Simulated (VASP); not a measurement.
# Ga3HN3 in VASP: single point with PBE

Aim: the single point of Ga3HN3 with PBE.

All numbers are computed with VASP 6.6.1; they aren't measurements. Logs are shortened: lines on timing, memory, paths and dates and some standing lists are left out, and cuts for length are marked.

**1. The cell of the first run**

The cell holds a slab with vacuum, 7 atoms: a = 3.217 Å, b = 3.217 Å, c = 21.220 Å, α = 90.00°, β = 90.00°, γ = 90.00°.

**2. Single point, PBE, collinear spin**

Input file INCAR:

```
SYSTEM = Ga3HN3
  PREC = Accurate
  ENCUT = 520
  EDIFF = 1E-6
  ISMEAR = 0
  SIGMA = 0.05
  LREAL = .False.
  LASPH = .True.
  NELM = 200
  ALGO = Normal
  ISIF = 2
  LWAVE = .False.
  LCHARG = .False.
  ISPIN = 2
  MAGMOM = 0 0 0 0 0 0 1
  LORBIT = 11
  LDIPOL = .True.
  IDIPOL = 3
  DIPOL = 0.5 0.5 0.351
  GGA = PE
  NBANDS = 40
  GGA_COMPAT = .False.
  NELMDL = -8
```

Input file KPOINTS:

```
Automatic mesh
0
Gamma
  8 8 1
  0 0 0
```

Input file POSCAR:

```
Ga3HN3
1.0
    3.2165072845      0.0000000000      0.0000000000
    0.0000000000      3.2165072845      0.0000000000
    0.0000000000      0.0000000000     21.2198073008
N Ga H
3 3 1
Direct
    0.0000000000      0.5000000000      0.1885031256
    0.5000000000      0.0000000000      0.2956866679
    0.0000000000      0.5000000000      0.4029970648
    0.5000000000      0.5000000000      0.2420948967
    0.0000000000      0.0000000000      0.3470972837
    0.5000000000      0.5000000000      0.4580535140
    0.5000000000      0.7500000000      0.5216237897
```

Potentials or basis: VASP PAW PBE potentials, release 64 (N, Ga_d, H).

Launch:

```
$ cat potpaw_PBE.64/N/POTCAR potpaw_PBE.64/Ga_d/POTCAR potpaw_PBE.64/H/POTCAR > POTCAR
$ mpirun -np 1 vasp_std > vasp.out
```

OUTCAR:

```text
SYSTEM = Ga3HN3
   PREC = Accurate
   ENCUT = 520
   EDIFF = 1E-6
   ISMEAR = 0
   LREAL = .False.
   LASPH = .True.
   NELM = 200
   ISIF = 2
   ISPIN = 2
   LORBIT = 11
   GGA = PE
   NELMDL = -8

 ion  position               nearest neighbor table
   1  0.000  0.500  0.189-   4 1.97   4 1.97
   2  0.500  0.000  0.296-   5 1.94   5 1.94   4 1.97   4 1.97
   3  0.000  0.500  0.403-   6 1.99   6 1.99   5 2.00   5 2.00
   4  0.500  0.500  0.242-   1 1.97   1 1.97   2 1.97   2 1.97
   5  0.000  0.000  0.347-   2 1.94   2 1.94   3 2.00   3 2.00
   6  0.500  0.500  0.458-   7 1.57   3 1.99   3 1.99
   7  0.500  0.750  0.522-   6 1.57

  LATTYP: Found a simple tetragonal cell.
 ALAT       =     3.2165072845
 C/A-ratio  =     6.5971581669

  Lattice vectors:

 A1 = (   3.2165072845,   0.0000000000,   0.0000000000)
 A2 = (   0.0000000000,   3.2165072845,   0.0000000000)
 A3 = (   0.0000000000,   0.0000000000,  21.2198073008)

Analysis of symmetry for initial positions (statically):
=====================================================================
 Subroutine PRICEL returns:
 Original cell was already a primitive cell.

 Routine SETGRP: Setting up the symmetry group for a
 simple tetragonal supercell.

 Subroutine GETGRP returns: Found  2 space group operations
 (whereof  2 operations were pure point group operations)
 out of a pool of 16 trial point group operations.

The static configuration has the point symmetry C_1h.

Analysis of symmetry for dynamics (positions and initial velocities):
=====================================================================
 Subroutine PRICEL returns:
 Original cell was already a primitive cell.

 Routine SETGRP: Setting up the symmetry group for a
 simple tetragonal supercell.

 Subroutine GETGRP returns: Found  2 space group operations
 (whereof  2 operations were pure point group operations)
 out of a pool of 16 trial point group operations.

The dynamic configuration has the point symmetry C_1h.

Analysis of structural, dynamic, and magnetic symmetry:
=====================================================================
 Subroutine PRICEL returns:
 Original cell was already a primitive cell.

 Routine SETGRP: Setting up the symmetry group for a
 simple tetragonal supercell.

 Subroutine GETGRP returns: Found  2 space group operations
 (whereof  2 operations were pure point group operations)
 out of a pool of 16 trial point group operations.

The overall configuration has the point symmetry C_1h.

 Subroutine INISYM returns: Found  2 space group operations
 (whereof  2 operations are pure point group operations),
 and found     1 'primitive' translations

----------------------------------------------------------------------------------------

                                     Primitive cell

  volume of cell :     219.5384

  direct lattice vectors                    reciprocal lattice vectors
     3.216507285  0.000000000  0.000000000     0.310896234  0.000000000  0.000000000
     0.000000000  3.216507285  0.000000000     0.000000000  0.310896234  0.000000000
     0.000000000  0.000000000 21.219807301     0.000000000  0.000000000  0.047125781

  length of vectors
     3.216507285  3.216507285 21.219807301     0.310896234  0.310896234  0.047125781

  position of ions in fractional coordinates (direct lattice)
     0.000000000  0.500000000  0.188503126
     0.500000000  0.000000000  0.295686668
     0.000000000  0.500000000  0.402997065
     0.500000000  0.500000000  0.242094897
     0.000000000  0.000000000  0.347097284
     0.500000000  0.500000000  0.458053514
     0.500000000  0.750000000  0.521623790

  ion indices of the primitive-cell ions
   primitive index   ion index
                 1           1
                 2           2
                 3           3
                 4           4
                 5           5
                 6           6
                 7           7

[... 33 lines left out ...]
  0.375000  0.000000  0.000000      2.000000
[... 16 lines left out ...]
  0.500000  0.375000  0.000000      2.000000
 -0.375000  0.500000  0.000000      2.000000
   k-points           NKPTS =     25   k-points in BZ     NKDIM =     25   number of bands    NBANDS=     40
   number of dos      NEDOS =    301   number of ions     NIONS =      7
   total plane-waves  NPLWV =  92160
   dimension x,y,z NGX =    24 NGY =   24 NGZ =  160
   dimension x,y,z NGXF=    48 NGYF=   48 NGZF=  320
   ions per type =               3   3   1
   NGX,Y,Z   is equivalent  to a cutoff of  12.40, 12.40, 12.54 a.u.
   NGXF,Y,Z  is equivalent  to a cutoff of  24.81, 24.81, 25.07 a.u.
 SYSTEM =  Ga3HN3
   PREC   = accura    normal or accurate (medium, high low for compatibility)
   ISTART =      0    job   : 0-new  1-cont  2-samecut
   ICHARG =      2    charge: 1-file 2-atom 10-const
   ISPIN  =      2    spin polarized calculation?
   LNONCOLLINEAR =      F non collinear calculations
   LSORBIT =      F    spin-orbit coupling
   LASPH  =      T    aspherical Exc in radial PAW
   ENCUT  =  520.0 eV  38.22 Ry    6.18 a.u.   5.98  5.98 39.45*2*pi/ulx,y,z
   NELM   =    200;   NELMIN=  2; NELMDL= -8     # of ELM steps
   EDIFF  = 0.1E-05   stopping-criterion for ELM
   LREAL  =      F    real-space projection
[... 7 lines left out ...]
   TEBEG  =    0.0;   TEEND  =   0.0 temperature during run
   PSTRESS=    0.0 pullay stress
   NELECT =      55.0000    total number of electrons
   NUPDOWN=      -1.0000    fix difference up-down
   EMIN   =  10.00;   EMAX   =-10.00  energy-range for DOS
   EFERMI =   0.00;   METHOD = LEGACY
   ISMEAR =     0;   SIGMA  =   0.05  broadening in eV -4-tet -1-fermi 0-gaus
   EFERMI_NEDOS =   21; number of points for ismear=-14 and -15
   IALGO  =     38    algorithm
   IMIX   =      4    mixing-type and parameters
     AMIX     =   0.40;   BMIX     =  1.00
     AMIX_MAG =   1.60;   BMIX_MAG =  1.00
  volume/ion in A,a.u.               =      31.36       211.65
  Fermi-wavevector in a.u.,A,eV,Ry     =   1.032030  1.950253 14.491367  1.065085
  Thomas-Fermi vector in A             =   2.166207
   LORBIT       =     11    0 simple, 1 ext, 2 COOP (PROOUT), +10 PAW based schemes
   GGA     = PE    functional components
   LHFCALC =     F    Hartree Fock is set to
   AEXX    =    0.0000 exact exchange contribution
   IVDW    =     0    specifies the selected vdW correction
   LEPSILON=     F    determine dielectric tensor
   LRPA    =     F    only Hartree local field effects (RPA)
 spin polarized calculation
 Gauss-broadening in eV      SIGMA  =   0.05
  energy-cutoff  :      520.00
  volume of cell :      219.54
 maximum number of plane-waves:      5966
   NGX = 11   NGY = 11   NGZ = 79

 dipolmoment           0.000000      0.000000      0.094295 electrons x Angstroem

 number of electron      55.0000024 magnetization       0.0418189

 number of electron      55.0000024 magnetization      -0.0903969

 dipolmoment           0.000000      0.000000     -0.240795 electrons x Angstroem

 Free energy of the ion-electron system (eV)
  ---------------------------------------------------
  ext. energy  EPLUGINS =         0.00000000
  ---------------------------------------------------
  free energy    TOTEN  =       -34.84325649 eV

  energy without entropy =      -34.83832262  energy(sigma->0) =      -34.84078956

 E-fermi :  -2.0813     XC(G=0):  -4.7429

 val. band max:       -2.0878604289   @ k =   0.3750   0.2500   0.0000
 cond. band min:      -2.0654333448   @ k =   0.2500   0.2500   0.0000
 fundamental gap:      0.0224270841
 Fermi energy:        -2.0812568014

 spin component 1

 k-point     1 :       0.0000    0.0000    0.0000
  band No.  band energies     occupation
      1     -18.7517      1.00000
      2     -18.0135      1.00000
      3     -17.4190      1.00000
      4     -17.3648      1.00000
      5     -17.3495      1.00000
      6     -17.2777      1.00000
[... 997 lines left out ...]
     38       6.5639      0.00000
     39       7.3704      0.00000

 [... further k-points ...]

 spin component 2

 k-point     1 :       0.0000    0.0000    0.0000
  band No.  band energies     occupation
      1     -18.7542      1.00000
      2     -18.0337      1.00000
      3     -17.4181      1.00000
      4     -17.3642      1.00000
      5     -17.3487      1.00000
      6     -17.2772      1.00000
[... 997 lines left out ...]
     38       6.5749      0.00000
     39       7.3902      0.00000

 [... further k-points ...]

 [bands above 39 left out]

------------------------ aborting loop because EDIFF is reached ----------------------------------------

 vacuum level on the upper side and lower side of the slab       (xc-potential included)        -2.055         2.052

  FORCE on cell =-STRESS in cart. coord.  units (eV):
  Direction    XX          YY          ZZ          XY          YZ          ZX
  --------------------------------------------------------------------------------------
  -------------------------------------------------------------------------------------
  Total       -1.2534647     -0.4660360     -1.9039896      0.0000000      0.3401098      0.0000000
  in kB       -9.1477057     -3.4011013    -13.8951945      0.0000000      2.4821000      0.0000000
  external PRESSURE =      -8.8146672 kB  Pullay stress =       0.0000000 kB

 VOLUME and BASIS-vectors are now :
 -----------------------------------------------------------------------------
  energy-cutoff  :      520.00
  volume of cell :      219.54
      direct lattice vectors                 reciprocal lattice vectors
     3.216507285  0.000000000  0.000000000     0.310896234  0.000000000  0.000000000
     0.000000000  3.216507285  0.000000000     0.000000000  0.310896234  0.000000000
     0.000000000  0.000000000 21.219807301     0.000000000  0.000000000  0.047125781

 POSITION                                       TOTAL-FORCE (eV/Angst)
 -----------------------------------------------------------------------------------
      0.00000      1.60825      4.00000         0.000000     -0.027713      1.543936
      1.60825      0.00000      6.27441         0.000000     -0.039094      1.045876
      0.00000      1.60825      8.55152         0.000000     -0.282856      1.120244
      1.60825      1.60825      5.13721         0.000000      0.022339     -2.401719
      0.00000      0.00000      7.36534         0.000000      0.113053     -0.358712
      1.60825      1.60825      9.71981         0.000000      0.151072     -0.962990
      1.60825      2.41238     11.06876         0.000000      0.063198      0.013365
 -----------------------------------------------------------------------------------
    total drift:                                0.000000     -0.000030      0.000095

  FREE ENERGIE OF THE ION-ELECTRON SYSTEM (eV)
  ---------------------------------------------------
  free  energy   TOTEN  =       -34.8432564891 eV

  energy  without entropy=      -34.8383226236  energy(sigma->0) =      -34.84078956

 vacuum level on the upper side and lower side of the slab         1.961         6.172

 total charge

# of ion       s       p       d       tot
------------------------------------------
    1        1.315   2.150   0.000   3.464
    2        1.240   2.483   0.000   3.723
    3        1.239   2.445   0.000   3.684
    4        0.796   0.865  10.145  11.806
    5        0.794   0.850  10.159  11.803
    6        0.868   0.787  10.044  11.698
    7        0.516   0.011   0.000   0.527
--------------------------------------------------
tot          6.768   9.590  30.347  46.706

 magnetization (x)

# of ion       s       p       d       tot
------------------------------------------
    1       -0.005  -0.045   0.000  -0.050
    2       -0.000  -0.021   0.000  -0.021
    3        0.001  -0.000   0.000   0.001
    4       -0.002  -0.004  -0.007  -0.013
    5        0.000  -0.000  -0.000  -0.000
    6        0.001   0.001   0.000   0.002
    7        0.001   0.000   0.000   0.001
--------------------------------------------------
tot         -0.004  -0.068  -0.007  -0.080
```

It took 16 min on 1 thread of Intel Xeon Platinum 8488C (Sapphire Rapids), shared host; peak memory 0.58 GiB.

Results:

```yaml
Free_energy: -34.8433 eV
Largest_force: 2.402 eV/Å
Net_moment: -0.09 μB per cell
Site_moments: N -0.05, -0.02, +0.00; Ga -0.01, -0.00, +0.00; H +0.00 μB
Valence_electrons_inside_the_program's_atomic_spheres: N 3.46, 3.72, 3.68; Ga 11.81, 11.80, 11.70; H 0.53
```

Forces in eV/Å, atoms in the order of the input:
```
N    0.000 -0.028  1.544
N    0.000 -0.039  1.046
N    0.000 -0.283  1.120
Ga   0.000  0.022 -2.402
Ga   0.000  0.113 -0.359
Ga   0.000  0.151 -0.963
H    0.000  0.063  0.013
```

Levels at points of the mesh, in eV from the Fermi level:
Spin up:
```
           k point  band 23  band 24  band 25  band 26  band 27  band 28  band 29  band 30  band 31  band 32
(0.00, 0.00, 0.00)    -3.00    -2.07    -1.88    -0.60    -0.06     0.64     0.95     2.98     3.56     4.66
(0.50, 0.00, 0.00)    -3.89    -2.38    -1.99    -1.64    -0.33     0.90     2.19     3.02     4.79     5.07
(0.00, 0.50, 0.00)    -3.15    -2.49    -1.90    -1.05    -0.37    -0.10     0.18     3.44     4.66     5.23
(0.50, 0.50, 0.00)    -4.28    -4.05    -3.66    -2.59    -0.70    -0.53    -0.37     3.58     3.64     5.14
```
Spin down:
```csv
k point,band 25,band 26,band 27,band 28,band 29,band 30
"(0.00, 0.00, 0.00)",-1.90,-0.82,-0.10,0.87,0.91,2.91
"(0.50, 0.00, 0.00)",-2.01,-1.70,-0.72,1.20,2.19,3.03
"(0.00, 0.50, 0.00)",-1.92,-0.93,-0.41,-0.14,-0.10,3.44
"(0.50, 0.50, 0.00)",-3.67,-2.63,-0.90,-0.44,-0.36,3.53
```
